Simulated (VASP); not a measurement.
# SiNi (Pnma) in VASP: a series of runs

The runs below take SiNi through relaxation of shape and atoms at fixed volume, single point, with PBEsol.

Everything below comes from runs of VASP 6.6.1. Logs are shortened: lines on timing, memory, paths and dates and some standing lists are left out, and cuts for length are marked.

## Step 1: The cell of the first run

It takes space group Pnma (No. 62, orthorhombic). Conventional cell: a = 5.138 Å, b = 3.391 Å, c = 5.583 Å, α = 90.00°, β = 90.00°, γ = 90.00°. Si (site symmetry m) has 6 Ni at 2.29 to 2.40 Å and 2 Si at 2.68 Å within 3.0 Å. Within 3.0 Å of Ni (site symmetry m) lie 6 Si at 2.29 to 2.40 Å and 4 Ni at 2.66 to 2.69 Å.

## Step 2: Relaxation of shape and atoms at fixed volume, PBEsol (volume scaled by 1.03)

INCAR

```
SYSTEM = SiNi
  ALGO = Normal
  EDIFF = 1E-6
  EDIFFG = -0.01
  ENCUT = 600
  GGA = PS
  IBRION = 2
  ISIF = 4
  ISMEAR = 0
  LASPH = .True.
  LCHARG = .False.
  LREAL = .False.
  LWAVE = .False.
  NELM = 60
  NSW = 50
  PREC = Accurate
  SIGMA = 0.1
```

KPOINTS

```
k-points
0
Gamma
  8 10 6
  0 0 0
```

POSCAR

```
SiNi
1.0
    5.1382060980      0.0000000000      0.0000000000
    0.0000000000      3.3910189155      0.0000000000
    0.0000000000      0.0000000000      5.5825647217
Si Ni
4 4
Direct
    0.3214276657      0.7500000000      0.0865554855
    0.1785723343      0.2500000000      0.5865554855
    0.8214276657      0.7500000000      0.4134445145
    0.6785723343      0.2500000000      0.9134445145
    0.0093007310      0.2500000000      0.1873863638
    0.4906992690      0.7500000000      0.6873863638
    0.5093007310      0.2500000000      0.3126136362
    0.9906992690      0.7500000000      0.8126136362
```

Potentials or basis: VASP PAW PBE potentials, release 64 (Si, Ni).

Launch:

```
> cat potpaw_PBE.64/Si/POTCAR potpaw_PBE.64/Ni/POTCAR > POTCAR
> mpirun -np 1 vasp_std > vasp.out
```

OUTCAR:

```text
SYSTEM = SiNi
   EDIFF = 1E-6
   EDIFFG = -0.01
   ENCUT = 600
   GGA = PS
   IBRION = 2
   ISIF = 4
   ISMEAR = 0
   LASPH = .True.
   LREAL = .False.
   NELM = 60
   NSW = 50
   PREC = Accurate

 ion  position               nearest neighbor table
   1  0.321  0.750  0.087-   8 2.29   7 2.32   7 2.32   6 2.39   5 2.40   5 2.40   4 2.68   4 2.68

   2  0.179  0.250  0.587-   7 2.29   8 2.32   8 2.32   5 2.39   6 2.40   6 2.40   3 2.68   3 2.68

   3  0.821  0.750  0.413-   6 2.29   5 2.32   5 2.32   8 2.39   7 2.40   7 2.40   2 2.68   2 2.68

   4  0.679  0.250  0.913-   5 2.29   6 2.32   6 2.32   7 2.39   8 2.40   8 2.40   1 2.68   1 2.68

   5  0.009  0.250  0.187-   4 2.29   3 2.32   3 2.32   2 2.39   1 2.40   1 2.40   7 2.66   7 2.66
                             8 2.69   8 2.69
   6  0.491  0.750  0.687-   3 2.29   4 2.32   4 2.32   1 2.39   2 2.40   2 2.40   8 2.66   8 2.66
                             7 2.69   7 2.69
   7  0.509  0.250  0.313-   2 2.29   1 2.32   1 2.32   4 2.39   3 2.40   3 2.40   5 2.66   5 2.66
                             6 2.69   6 2.69
   8  0.991  0.750  0.813-   1 2.29   2 2.32   2 2.32   3 2.39   4 2.40   4 2.40   6 2.66   6 2.66
                             5 2.69   5 2.69

  LATTYP: Found a simple orthorhombic cell.
 ALAT       =     3.3910189155
 B/A-ratio  =     1.5152395861
 C/A-ratio  =     1.6462794401

  Lattice vectors:

 A1 = (   0.0000000000,  -3.3910189155,   0.0000000000)
 A2 = (   5.1382060980,   0.0000000000,   0.0000000000)
 A3 = (   0.0000000000,   0.0000000000,   5.5825647217)

Analysis of symmetry for initial positions (statically):
=====================================================================
 Subroutine PRICEL returns:
 Original cell was already a primitive cell.

 Routine SETGRP: Setting up the symmetry group for a
 simple orthorhombic supercell.

 Subroutine GETGRP returns: Found  8 space group operations
 (whereof  2 operations were pure point group operations)
 out of a pool of  8 trial point group operations.

The static configuration has the point symmetry S_2 .
 The point group associated with its full space group is D_2h.

Analysis of symmetry for dynamics (positions and initial velocities):
=====================================================================
 Subroutine PRICEL returns:
 Original cell was already a primitive cell.

 Routine SETGRP: Setting up the symmetry group for a
 simple orthorhombic supercell.

 Subroutine GETGRP returns: Found  8 space group operations
 (whereof  2 operations were pure point group operations)
 out of a pool of  8 trial point group operations.

The dynamic configuration has the point symmetry S_2 .
 The point group associated with its full space group is D_2h.

 Subroutine INISYM returns: Found  8 space group operations
 (whereof  2 operations are pure point group operations),
 and found     1 'primitive' translations

----------------------------------------------------------------------------------------

                                     Primitive cell

  volume of cell :      97.2692

  direct lattice vectors                    reciprocal lattice vectors
     5.138206098  0.000000000  0.000000000     0.194620453  0.000000000  0.000000000
     0.000000000  3.391018916  0.000000000     0.000000000  0.294896615  0.000000000
     0.000000000  0.000000000  5.582564722     0.000000000  0.000000000  0.179129137

  length of vectors
     5.138206098  3.391018916  5.582564722     0.194620453  0.294896615  0.179129137

  position of ions in fractional coordinates (direct lattice)
     0.321427666  0.750000000  0.086555485
     0.178572334  0.250000000  0.586555485
     0.821427666  0.750000000  0.413444515
     0.678572334  0.250000000  0.913444515
     0.009300731  0.250000000  0.187386364
     0.490699269  0.750000000  0.687386364
     0.509300731  0.250000000  0.312613636
     0.990699269  0.750000000  0.812613636

  ion indices of the primitive-cell ions
   primitive index   ion index
                 1           1
                 2           2
                 3           3
                 4           4
                 5           5
                 6           6
                 7           7
                 8           8

----------------------------------------------------------------------------------------

 KPOINTS: k-points

Automatic generation of k-mesh.
 Grid dimensions read from file:
 generate k-points for:    8   10    6

 Generating k-lattice:

  Cartesian coordinates                     Fractional coordinates (reciprocal lattice)
     0.024327557  0.000000000  0.000000000     0.125000000  0.000000000  0.000000000
     0.000000000  0.029489662  0.000000000     0.000000000  0.100000000  0.000000000
     0.000000000  0.000000000  0.029854856     0.000000000  0.000000000  0.166666667

  Length of vectors
     0.024327557  0.029489662  0.029854856

  Shift w.r.t. Gamma in fractional coordinates (k-lattice)
     0.000000000  0.000000000  0.000000000

 Subroutine IBZKPT returns following result:
 ===========================================

 Found    120 irreducible k-points:

 Following reciprocal coordinates:
            Coordinates               Weight
  0.000000  0.000000  0.000000      1.000000
  0.125000  0.000000  0.000000      2.000000
  0.250000  0.000000  0.000000      2.000000
  0.375000  0.000000  0.000000      2.000000
  0.500000  0.000000  0.000000      1.000000
  0.000000  0.100000  0.000000      2.000000
[... 16 lines left out ...]
  0.250000  0.400000  0.000000      4.000000
  0.375000  0.400000  0.000000      4.000000
 [... further k-points ...]
   k-points           NKPTS =    120   k-points in BZ     NKDIM =    120   number of bands    NBANDS=     33
   number of dos      NEDOS =    301   number of ions     NIONS =      8
   total plane-waves  NPLWV =  56448
   dimension x,y,z NGX =    42 NGY =   28 NGZ =   48
   dimension x,y,z NGXF=    84 NGYF=   56 NGZF=   96
   ions per type =               4   4
   NGX,Y,Z   is equivalent  to a cutoff of  13.59, 13.73, 14.29 a.u.
   NGXF,Y,Z  is equivalent  to a cutoff of  27.18, 27.45, 28.59 a.u.
 SYSTEM =  SiNi
   PREC   = accura    normal or accurate (medium, high low for compatibility)
   ISTART =      0    job   : 0-new  1-cont  2-samecut
   ICHARG =      2    charge: 1-file 2-atom 10-const
   ISPIN  =      1    spin polarized calculation?
   LNONCOLLINEAR =      F non collinear calculations
   LSORBIT =      F    spin-orbit coupling
   LASPH  =      T    aspherical Exc in radial PAW
   ENCUT  =  600.0 eV  44.10 Ry    6.64 a.u.  10.26  6.77 11.15*2*pi/ulx,y,z
   NELM   =     60;   NELMIN=  2; NELMDL= -5     # of ELM steps
   EDIFF  = 0.1E-05   stopping-criterion for ELM
   LREAL  =      F    real-space projection
   EDIFFG = -.1E-01   stopping-criterion for IOM
   NSW    =     50    number of steps for IOM
   IBRION =      2    ionic relax: 0-MD 1-quasi-New 2-CG
   NFREE  =      1    steps in history (QN), initial steepest desc. (CG)
   ISIF   =      4    stress and relaxation
   ISYM   =      2    0-nonsym 1-usesym 2-fastsym
   POTIM  = 0.5000    time-step for ionic-motion
   TEBEG  =    0.0;   TEEND  =   0.0 temperature during run
   PSTRESS=    0.0 pullay stress
   NELECT =      56.0000    total number of electrons
   NUPDOWN=      -1.0000    fix difference up-down
   EMIN   =  10.00;   EMAX   =-10.00  energy-range for DOS
   EFERMI =   0.00;   METHOD = LEGACY
   ISMEAR =     0;   SIGMA  =   0.10  broadening in eV -4-tet -1-fermi 0-gaus
   EFERMI_NEDOS =   21; number of points for ismear=-14 and -15
   IALGO  =     38    algorithm
   IMIX   =      4    mixing-type and parameters
     AMIX     =   0.40;   BMIX     =  1.00
     AMIX_MAG =   1.60;   BMIX_MAG =  1.00
  volume/ion in A,a.u.               =      12.16        82.05
  Fermi-wavevector in a.u.,A,eV,Ry     =   1.361901  2.573621 25.235753  1.854775
  Thomas-Fermi vector in A             =   2.488437
   LORBIT       =      0    0 simple, 1 ext, 2 COOP (PROOUT), +10 PAW based schemes
   GGA     = PS    functional components
   LHFCALC =     F    Hartree Fock is set to
   AEXX    =    0.0000 exact exchange contribution
   IVDW    =     0    specifies the selected vdW correction
   LEPSILON=     F    determine dielectric tensor
   LRPA    =     F    only Hartree local field effects (RPA)
 conjugate gradient relaxation of ions
 non-spin polarized calculation
 Gauss-broadening in eV      SIGMA  =   0.10
  energy-cutoff  :      600.00
  volume of cell :       97.27
 maximum number of plane-waves:      3276
 NGX is ok and might be reduce to    42
   NGX = 21   NGY = 13   NGZ = 23

--------------------------------------- Ionic step        1  -------------------------------------------

 number of electron      56.0000010 magnetization

 Free energy of the ion-electron system (eV)
  ---------------------------------------------------
  ext. energy  EPLUGINS =         0.00000000
  ---------------------------------------------------
  free energy    TOTEN  =       -52.22678265 eV

  energy without entropy =      -52.21936980  energy(sigma->0) =      -52.22307623

------------------------ aborting loop because EDIFF is reached ----------------------------------------

  FORCE on cell =-STRESS in cart. coord.  units (eV):
  Direction    XX          YY          ZZ          XY          YZ          ZX
  --------------------------------------------------------------------------------------
  -------------------------------------------------------------------------------------
  Total       -3.2119260     -3.2041969     -3.1085416      0.0000000      0.0000000      0.0000000
  in kB      -52.9054739    -52.7781641    -51.2025710      0.0000000      0.0000000      0.0000000
  external PRESSURE =     -52.2954030 kB  Pullay stress =       0.0000000 kB
[... 153 lines left out ...]
  energy  without entropy=      -52.2213590921  energy(sigma->0) =      -52.22509746

--------------------------------------- Ionic step        5  -------------------------------------------

 number of electron      56.0000011 magnetization

 Free energy of the ion-electron system (eV)
  ---------------------------------------------------
  ext. energy  EPLUGINS =         0.00000000
  ---------------------------------------------------
  free energy    TOTEN  =       -52.22905645 eV

  energy without entropy =      -52.22155667  energy(sigma->0) =      -52.22530656

 E-fermi :  10.2501     XC(G=0): -12.3071

 val. band max:       10.2251164480   @ k =   0.0000   0.0000   0.3333
 cond. band min:      10.2586581221   @ k =   0.1250   0.4000   0.0000
 fundamental gap:      0.0335416741
 Fermi energy:        10.2501494308

 k-point     1 :       0.0000    0.0000    0.0000
  band No.  band energies     occupation
      1      -2.6901      2.00000
      2       0.7384      2.00000
      3       1.8981      2.00000
      4       2.5281      2.00000
      5       3.7574      2.00000
      6       4.2690      2.00000
[... 853 lines left out ...]
     32      11.4143      0.00000
     33      12.7645      0.00000

 [... further k-points ...]
[... 5 lines left out ...]
  --------------------------------------------------------------------------------------
  -------------------------------------------------------------------------------------
  Total       -2.9723662     -3.0609696     -2.9993291      0.0000000      0.0000000      0.0000000
  in kB      -48.9595479    -50.4189846    -49.4036698      0.0000000      0.0000000      0.0000000
  external PRESSURE =     -49.5940674 kB  Pullay stress =       0.0000000 kB
[... 23 lines left out ...]
  FREE ENERGIE OF THE ION-ELECTRON SYSTEM (eV)
  ---------------------------------------------------
  free  energy   TOTEN  =       -52.2290564505 eV

  energy  without entropy=      -52.2215566734  energy(sigma->0) =      -52.22530656

 reached required accuracy - stopping structural energy minimisation
```

Wall time 21 min (1 thread of Intel Xeon 6975P-C, shared host); peak memory 0.5 GiB.

Results:

```yaml
Free_energy: -52.2291 eV
Energy_gained_by_relaxing: 0.3 meV/atom
Ionic_steps: 5
Pressure_after_relaxing: -5.0 GPa
Largest_force_after_relaxing: 0.009 eV/Å
Band_gap_on_the_k_mesh: zero (band 28 reaches 11.36 eV, above the bottom of band 29 at 9.51 eV)
```

Forces on the atoms (eV/Å):
```
Si   0.000  0.000 -0.009
Si   0.000  0.000 -0.009
Si   0.000  0.000  0.009
Si   0.000  0.000  0.009
Ni   0.002  0.000 -0.003
Ni  -0.002  0.000 -0.003
Ni   0.002  0.000  0.003
Ni  -0.002  0.000  0.003
```

Stress tensor (GPa, compression positive):
```
-4.90  0.00  0.00
 0.00 -5.04  0.00
 0.00  0.00 -4.94
```

Step by step:
| step | energy change (eV) | largest force (eV/Å) | pressure (GPa) | volume (Å³) |
| --- | --- | --- | --- | --- |
| 1 | 0.0000 | 0.0655 | -5.23 | 97.27 |
| 2 | -0.0011 | 0.0394 | -5.08 | 97.27 |
| 3 | -0.0020 | 0.0171 | -5.01 | 97.27 |
| 4 | -0.0021 | 0.0149 | -4.93 | 97.27 |
| 5 | -0.0023 | 0.0091 | -4.96 | 97.27 |

Final structure:
```
Si Ni
1.0
     5.13469    0.00000    0.00000
     0.00000    3.38557    0.00000
     0.00000    0.00000    5.59537
Si Ni
4 4
Direct
  0.31993 0.75000 0.08579
  0.18007 0.25000 0.58579
  0.81993 0.75000 0.41421
  0.68007 0.25000 0.91421
  0.00835 0.25000 0.18885
  0.49165 0.75000 0.68885
  0.50835 0.25000 0.31115
  0.99165 0.75000 0.81115
```

Caveat: the cell differs from its parent crystal (volume scaled by 1.03); the PAW data sets were made with another functional, which shifts forces and pressure a little. Spin polarisation is off, so any magnetic state and its effect on volume and gap are missing.

(Part 1 of 3 ends here.)
